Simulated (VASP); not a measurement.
# Ag (I4/mmm) in VASP: a series of runs

Runs on Ag. Level: PBEsol. Tasks: single point.

All numbers are computed with VASP 6.6.1; they aren't measurements. Logs are shortened: lines on timing, memory, paths and dates and some standing lists are left out, and cuts for length are marked.

### Step 1. The cell of the first run

Symmetry: I4/mmm, No. 139, tetragonal system. Conventional cell: a = 2.846 Å, b = 2.846 Å, c = 4.209 Å, α = 90.00°, β = 90.00°, γ = 90.00°. Within 3.7 Å of Ag (site symmetry 4/mmm) lie 12 Ag at 2.85 to 2.91 Å.

### Step 2. Single point, PBEsol (strain -0.015 along x and y, +0.030 along z)

Input file INCAR:

```
SYSTEM = Ag
ALGO     = Normal         ! electronic algorithm
EDIFF    = 1E-7           ! SCF threshold, eV
ENCUT    = 520            ! plane-wave cutoff, eV
GGA      = PS             ! functional
ISIF     = 2              ! what is computed and relaxed
ISMEAR   = 0              ! smearing method
LASPH    = .TRUE.         ! aspherical terms in the spheres
LCHARG   = .FALSE.        ! write CHGCAR
LREAL    = .FALSE.        ! projectors in reciprocal space
LWAVE    = .FALSE.        ! write WAVECAR
NBANDS   = 12             ! bands
NELM     = 60             ! most SCF steps
PREC     = Accurate       ! precision mode
SIGMA    = 0.15           ! smearing width, eV
```

Input file KPOINTS:

```
k-points
0
G
  20 20 20
  0 0 0
```

Input file POSCAR:

```
Ag
1.0
    0.0000000000      2.0124535000      2.1043930000
    2.0124535000      0.0000000000      2.1043930000
    2.0124535000      2.0124535000      0.0000000000
Ag
1
Direct
    0.0000000000      0.0000000000      0.0000000000
```

Potentials or basis: VASP PAW PBE potentials, release 64 (Ag).

Run with:

```console
$ cat potpaw_PBE.64/Ag/POTCAR > POTCAR
$ mpirun -np 1 vasp_std > vasp.out
```

OUTCAR:

```text
SYSTEM = Ag
   EDIFF = 1E-7
   ENCUT = 520
   GGA = PS
   ISIF = 2
   ISMEAR = 0
   LASPH = .TRUE.
   LREAL = .FALSE.
   NELM = 60
   PREC = Accurate

 ion  position               nearest neighbor table
   1  0.000  0.000  0.000-

  LATTYP: Found a body centered tetragonal cell.
 ALAT       =     2.8460390333
 C/A-ratio  =     1.4788223038

  Lattice vectors:

 A1 = (  -2.0124535000,   0.0000000000,   2.1043930000)
 A2 = (   2.0124535000,   0.0000000000,   2.1043930000)
 A3 = (   0.0000000000,   2.0124535000,  -2.1043930000)

Analysis of symmetry for initial positions (statically):
=====================================================================
 Subroutine PRICEL returns:
 Original cell was already a primitive cell.

 Routine SETGRP: Setting up the symmetry group for a
 body centered tetragonal supercell.

 Subroutine GETGRP returns: Found 16 space group operations
 (whereof 16 operations were pure point group operations)
 out of a pool of 16 trial point group operations.

The static configuration has the point symmetry D_4h.

Analysis of symmetry for dynamics (positions and initial velocities):
=====================================================================
 Subroutine PRICEL returns:
 Original cell was already a primitive cell.

 Routine SETGRP: Setting up the symmetry group for a
 body centered tetragonal supercell.

 Subroutine GETGRP returns: Found 16 space group operations
 (whereof 16 operations were pure point group operations)
 out of a pool of 16 trial point group operations.

The dynamic configuration has the point symmetry D_4h.

 Subroutine INISYM returns: Found 16 space group operations
 (whereof 16 operations are pure point group operations),
 and found     1 'primitive' translations

----------------------------------------------------------------------------------------

                                     Primitive cell

  volume of cell :      17.0455

  direct lattice vectors                    reciprocal lattice vectors
     0.000000000  2.012453500  2.104393000    -0.248452946  0.248452946  0.237598205
     2.012453500  0.000000000  2.104393000     0.248452946 -0.248452946  0.237598205
     2.012453500  2.012453500  0.000000000     0.248452946  0.248452946 -0.237598205

  length of vectors
     2.911775917  2.911775917  2.846039033     0.424158743  0.424158743  0.424158743

  position of ions in fractional coordinates (direct lattice)
     0.000000000  0.000000000  0.000000000

  ion indices of the primitive-cell ions
   primitive index   ion index
                 1           1

----------------------------------------------------------------------------------------

 KPOINTS: k-points

Automatic generation of k-mesh.
 Grid dimensions read from file:
 generate k-points for:   20   20   20

 Generating k-lattice:

  Cartesian coordinates                     Fractional coordinates (reciprocal lattice)
    -0.012422647  0.012422647  0.011879910     0.050000000  0.000000000  0.000000000
     0.012422647 -0.012422647  0.011879910     0.000000000  0.050000000  0.000000000
     0.012422647  0.012422647 -0.011879910    -0.000000000 -0.000000000  0.050000000

  Length of vectors
     0.021207937  0.021207937  0.021207937

  Shift w.r.t. Gamma in fractional coordinates (k-lattice)
     0.000000000  0.000000000  0.000000000

 Subroutine IBZKPT returns following result:
 ===========================================

 Found    641 irreducible k-points:

 Following reciprocal coordinates:
            Coordinates               Weight
  0.000000  0.000000  0.000000      1.000000
  0.050000 -0.000000  0.000000      8.000000
  0.100000 -0.000000  0.000000      8.000000
  0.150000  0.000000  0.000000      8.000000
  0.200000 -0.000000  0.000000      8.000000
  0.250000 -0.000000  0.000000      8.000000
[... 16 lines left out ...]
 -0.400000  0.050000  0.000000      8.000000
 -0.350000  0.050000  0.000000      8.000000
 [... further k-points ...]
   k-points           NKPTS =    641   k-points in BZ     NKDIM =    641   number of bands    NBANDS=     12
   number of dos      NEDOS =    301   number of ions     NIONS =      1
   total plane-waves  NPLWV =  13824
   dimension x,y,z NGX =    24 NGY =   24 NGZ =   24
   dimension x,y,z NGXF=    48 NGYF=   48 NGZF=   48
   ions per type =               1
   NGX,Y,Z   is equivalent  to a cutoff of  13.70, 13.70, 14.02 a.u.
   NGXF,Y,Z  is equivalent  to a cutoff of  27.41, 27.41, 28.04 a.u.
 SYSTEM =  Ag
   PREC   = accura    normal or accurate (medium, high low for compatibility)
   ISTART =      0    job   : 0-new  1-cont  2-samecut
   ICHARG =      2    charge: 1-file 2-atom 10-const
   ISPIN  =      1    spin polarized calculation?
   LNONCOLLINEAR =      F non collinear calculations
   LSORBIT =      F    spin-orbit coupling
   LASPH  =      T    aspherical Exc in radial PAW
   ENCUT  =  520.0 eV  38.22 Ry    6.18 a.u.   5.41  5.41  5.29*2*pi/ulx,y,z
   NELM   =     60;   NELMIN=  2; NELMDL= -5     # of ELM steps
   EDIFF  = 0.1E-06   stopping-criterion for ELM
   LREAL  =      F    real-space projection
   EDIFFG = 0.1E-05   stopping-criterion for IOM
   NSW    =      0    number of steps for IOM
   IBRION =     -1    ionic relax: 0-MD 1-quasi-New 2-CG
   NFREE  =      0    steps in history (QN), initial steepest desc. (CG)
   ISIF   =      2    stress and relaxation
   ISYM   =      2    0-nonsym 1-usesym 2-fastsym
   POTIM  = 0.5000    time-step for ionic-motion
   TEBEG  =    0.0;   TEEND  =   0.0 temperature during run
   PSTRESS=    0.0 pullay stress
   NELECT =      11.0000    total number of electrons
   NUPDOWN=      -1.0000    fix difference up-down
   EMIN   =  10.00;   EMAX   =-10.00  energy-range for DOS
   EFERMI =   0.00;   METHOD = LEGACY
   ISMEAR =     0;   SIGMA  =   0.15  broadening in eV -4-tet -1-fermi 0-gaus
   EFERMI_NEDOS =   21; number of points for ismear=-14 and -15
   IALGO  =     38    algorithm
   IMIX   =      4    mixing-type and parameters
     AMIX     =   0.40;   BMIX     =  1.00
     AMIX_MAG =   1.60;   BMIX_MAG =  1.00
  volume/ion in A,a.u.               =      17.05       115.03
  Fermi-wavevector in a.u.,A,eV,Ry     =   1.414717  2.673427 27.231025  2.001424
  Thomas-Fermi vector in A             =   2.536230
   LORBIT       =      0    0 simple, 1 ext, 2 COOP (PROOUT), +10 PAW based schemes
   GGA     = PS    functional components
   LHFCALC =     F    Hartree Fock is set to
   AEXX    =    0.0000 exact exchange contribution
   IVDW    =     0    specifies the selected vdW correction
   LEPSILON=     F    determine dielectric tensor
   LRPA    =     F    only Hartree local field effects (RPA)
 non-spin polarized calculation
 Gauss-broadening in eV      SIGMA  =   0.15
  energy-cutoff  :      520.00
  volume of cell :       17.05
 maximum number of plane-waves:       479
 NGX is ok and might be reduce to    24
   NGX = 11   NGY = 11   NGZ = 11

 number of electron      10.9999998 magnetization

 Free energy of the ion-electron system (eV)
  ---------------------------------------------------
  ext. energy  EPLUGINS =         0.00000000
  ---------------------------------------------------
  free energy    TOTEN  =        -3.30614926 eV

  energy without entropy =       -3.30378677  energy(sigma->0) =       -3.30496802

 E-fermi :   8.2304     XC(G=0): -12.4135

 val. band max:        8.2092946752   @ k =  -0.3500   0.1500   0.1000
 cond. band min:       8.2350123333   @ k =   0.4500   0.4000   0.0000
 fundamental gap:      0.0257176581
 Fermi energy:         8.2304290761

 k-point     1 :       0.0000    0.0000    0.0000
  band No.  band energies     occupation
      1       0.4035      2.00000
      2       3.2740      2.00000
      3       3.5667      2.00000
      4       3.5667      2.00000
      5       4.3540      2.00000
      6       4.6571      2.00000
      7      24.2515      0.00000
      8      27.4085      0.00000
      9      27.9950      0.00000
     10      27.9950      0.00000
     11      32.6089      0.00000
     12      33.5835      0.00000

 k-point     2 :       0.0500   -0.0000    0.0000
  band No.  band energies     occupation
      1       0.4821      2.00000
      2       3.2852      2.00000
      3       3.5590      2.00000
      4       3.5884      2.00000
      5       4.3487      2.00000
      6       4.6452      2.00000
      7      24.2708      0.00000
      8      27.0182      0.00000
      9      27.7173      0.00000
     10      28.0268      0.00000
     11      32.7100      0.00000
     12      33.5586      0.00000

 k-point     3 :       0.1000   -0.0000    0.0000
  band No.  band energies     occupation
      1       0.7114      2.00000
      2       3.3038      2.00000
      3       3.5512      2.00000
      4       3.6478      2.00000
      5       4.3415      2.00000
      6       4.6157      2.00000
      7      24.1477      0.00000
      8      25.7878      0.00000
      9      27.7313      0.00000
     10      28.1074      0.00000
     11      31.8961      0.00000
     12      33.3112      0.00000
[... 286 lines left out ...]
 k-point    23 :      -0.4000    0.0500    0.0000
  band No.  band energies     occupation
      1       1.9294      2.00000
      2       3.3360      2.00000
      3       3.6392      2.00000
      4       5.0873      2.00000
      5       5.0972      2.00000
      6       6.9262      2.00000
      7      13.3274      0.00000
      8      23.1750      0.00000
      9      25.4772      0.00000
     10      27.1265      0.00000
     11      30.9918      0.00000
     12      31.5330      0.00000

 k-point    24 :      -0.3500    0.0500    0.0000
  band No.  band energies     occupation
      1       1.9799      2.00000
      2       3.3926      2.00000
      3       3.6902      2.00000
      4       4.8214      2.00000
      5       4.9374      2.00000
      6       5.9711      2.00000
      7      14.9607      0.00000
      8      23.4043      0.00000
      9      25.8105      0.00000
     10      27.8370      0.00000
     11      30.9330      0.00000
     12      31.3970      0.00000

 [... further k-points ...]
[... 5 lines left out ...]
  --------------------------------------------------------------------------------------
  -------------------------------------------------------------------------------------
  Total       -0.2132731     -0.2132731     -0.4277341      0.0000000      0.0000000      0.0000000
  in kB      -20.0464826    -20.0464826    -40.2046183      0.0000000      0.0000000      0.0000000
  external PRESSURE =     -26.7658612 kB  Pullay stress =       0.0000000 kB

 VOLUME and BASIS-vectors are now :
 -----------------------------------------------------------------------------
  energy-cutoff  :      520.00
  volume of cell :       17.05
      direct lattice vectors                 reciprocal lattice vectors
     0.000000000  2.012453500  2.104393000    -0.248452946  0.248452946  0.237598205
     2.012453500  0.000000000  2.104393000     0.248452946 -0.248452946  0.237598205
     2.012453500  2.012453500  0.000000000     0.248452946  0.248452946 -0.237598205

 POSITION                                       TOTAL-FORCE (eV/Angst)
 -----------------------------------------------------------------------------------
      0.00000      0.00000      0.00000        -0.000000      0.000000      0.000000
 -----------------------------------------------------------------------------------
    total drift:                                0.000000      0.000000     -0.000000

  FREE ENERGIE OF THE ION-ELECTRON SYSTEM (eV)
  ---------------------------------------------------
  free  energy   TOTEN  =        -3.3061492618 eV

  energy  without entropy=       -3.3037867746  energy(sigma->0) =       -3.30496802
```

It took 43 s on 1 thread of Intel Xeon 6975P-C (Granite Rapids), shared host; peak memory 0.25 GiB.

Results:

* Free energy: -3.3061 eV
* Pressure: -2.7 GPa

Stress tensor (GPa, compression positive):
```
-2.00  0.00  0.00
 0.00 -2.00  0.00
 0.00  0.00 -4.02
```

Levels at points of the mesh, in eV from the Fermi level:
```csv
k point,band 2,band 3,band 4,band 5,band 6,band 7,band 8,band 9,band 10,band 11
"(0.00, 0.00, 0.00)",-4.96,-4.66,-4.66,-3.88,-3.57,16.02,19.18,19.76,19.76,24.38
"(0.50, 0.00, 0.00)",-4.92,-4.65,-2.98,-2.86,-0.45,3.60,15.07,17.48,18.36,22.27
"(0.50, 0.50, 0.00)",-6.29,-2.94,-2.73,-2.73,1.06,6.00,11.15,11.15,17.68,17.76
"(0.50, 0.00, 0.50)",-6.26,-2.96,-2.82,-2.59,1.81,7.10,10.34,10.38,16.93,16.99
```

Caveat: the cell differs from its parent crystal (strain -0.015 along x and y, +0.030 along z); the PAW data sets were made with another functional, which shifts forces and pressure a little.

### Step 3. Single point, PBEsol (strain +0.000 along x and y, +0.015 along z)

Input file INCAR:

```
SYSTEM = Ag
PREC     = Accurate       ! precision mode
ENCUT    = 520            ! plane-wave cutoff, eV
EDIFF    = 1E-7           ! SCF threshold, eV
ISMEAR   = 0              ! smearing method
SIGMA    = 0.15           ! smearing width, eV
LREAL    = .False.        ! projectors in reciprocal space
LASPH    = .True.         ! aspherical terms in the spheres
NELM     = 80             ! most SCF steps
ALGO     = Normal         ! electronic algorithm
ISIF     = 2              ! what is computed and relaxed
LWAVE    = .False.        ! write WAVECAR
LCHARG   = .True.         ! write CHGCAR
GGA      = PS             ! functional
LELF     = .True.         ! ELF
LVHAR    = .True.       
NBANDS   = 12             ! bands
```

Input file KPOINTS:

```
Automatic mesh
0
Gamma
  20 20 20
  0 0 0
```

Input file POSCAR:

```
Ag
1.0
    0.0000000000      2.0431000000      2.0737465000
    2.0431000000      0.0000000000      2.0737465000
    2.0431000000      2.0431000000      0.0000000000
Ag
1
Direct
    0.0000000000      0.0000000000      0.0000000000
```

Potentials or basis: VASP PAW PBE potentials, release 64 (Ag).

Run with:

```console
$ cat potpaw_PBE.64/Ag/POTCAR > POTCAR
$ mpirun -np 1 vasp_std > vasp.out
```

Wall time 35 s (1 thread of Intel Xeon 6975P-C (Granite Rapids), shared host); peak memory 0.24 GiB.

The run converged. Its results:

```yaml
Free_energy: -3.3032 eV
Pressure: -4.3 GPa
```

Stress tensor (GPa, compression positive):
```
-4.08  0.00  0.00
 0.00 -4.08  0.00
 0.00  0.00 -4.66
```

Levels at points of the mesh, in eV from the Fermi level:
```csv
k point,band 4,band 5,band 6,band 7,band 8,band 9
"(0.00, 0.00, 0.00)",-4.67,-3.73,-3.63,15.97,19.33,19.51
"(0.50, 0.00, 0.00)",-2.92,-2.88,-0.40,3.52,15.18,17.52
"(0.50, 0.50, 0.00)",-2.70,-2.70,1.41,6.37,10.72,10.72
"(0.50, 0.00, 0.50)",-2.73,-2.66,1.66,6.74,10.45,10.46
```

Caveat: the cell differs from its parent crystal (strain +0.000 along x and y, +0.015 along z); the PAW data sets were made with another functional, which shifts forces and pressure a little.

### Step 4. Single point, PBEsol (strain +0.000 along x and y, +0.030 along z)

Input file INCAR:

```
  PREC = Accurate
  ENCUT = 520
  EDIFF = 1E-6
  ISMEAR = 0
  SIGMA = 0.15
  LREAL = F
  LASPH = T
  NELM = 80
  ALGO = Normal
  ISIF = 2
  LWAVE = F
  LCHARG = T
  GGA = PS
  LELF = T
  LVHAR = T
  NBANDS = 12
```

Input file KPOINTS:

```
Automatic mesh
0
Gamma
  20 20 20
```

Input file POSCAR:

```
Ag
1.0
    0.0000000000      2.0431000000      2.1043930000
    2.0431000000      0.0000000000      2.1043930000
    2.0431000000      2.0431000000      0.0000000000
Ag
1
Direct
    0.0000000000      0.0000000000      0.0000000000
```

Run with:

```console
$ cat potpaw_PBE.64/Ag/POTCAR > POTCAR
$ mpirun -np 1 vasp_std > vasp.out
```

Wall time 33 s (1 thread of Intel Xeon 6975P-C (Granite Rapids), shared host); peak memory 0.25 GiB.

The run converged. Its results:

```
Free energy : -3.2945 eV
Pressure    : -5.6 GPa
```

Stress tensor (GPa, compression positive):
```
-5.18  0.00  0.00
 0.00 -5.18  0.00
 0.00  0.00 -6.35
```

Levels at points of the mesh, in eV from the Fermi level:
```
           k point  band 2  band 3  band 4  band 5  band 6  band 7  band 8  band 9  band 10  band 11
(0.00, 0.00, 0.00)   -4.77   -4.59   -4.59   -3.75   -3.57   15.94   19.10   19.45    19.45    24.07
(0.50, 0.00, 0.00)   -4.75   -4.58   -2.94   -2.86   -0.36    3.44   15.09   17.26    17.87    22.06
(0.50, 0.50, 0.00)   -6.09   -2.92   -2.71   -2.71    1.26    6.03   10.82   10.82    17.15    17.20
(0.50, 0.00, 0.50)   -6.08   -2.93   -2.77   -2.63    1.75    6.74   10.29   10.31    16.66    16.68
```

Caveat: the cell differs from its parent crystal (strain +0.000 along x and y, +0.030 along z); the PAW data sets were made with another functional, which shifts forces and pressure a little.

### Step 5. Overview

| cell | gap on the mesh (eV) | pressure (GPa) |
| --- | --- | --- |
| a = 2.912, b = 2.912, c = 2.846 Å, angles 60.7, 60.7, 58.5°, 1 atom | none | -2.7 |
| a = 2.911, b = 2.911, c = 2.889 Å, angles 60.2, 60.2, 59.5°, 1 atom | none | -4.3 |
| a = 2.933, b = 2.933, c = 2.889 Å, angles 60.5, 60.5, 59.0°, 1 atom | none | -5.6 |

Alike in all rows: task single point; level PBEsol; potentials or basis VASP PAW PBE potentials, release 64 (Ag); no spin polarisation; k mesh 20 × 20 × 20; cutoff (eV) 520; smearing gaussian 0.15 eV.

Caveats: the PAW data sets were made with another functional, which shifts forces and pressure a little.

Absolute energies hang on the potentials; compare differences alone.
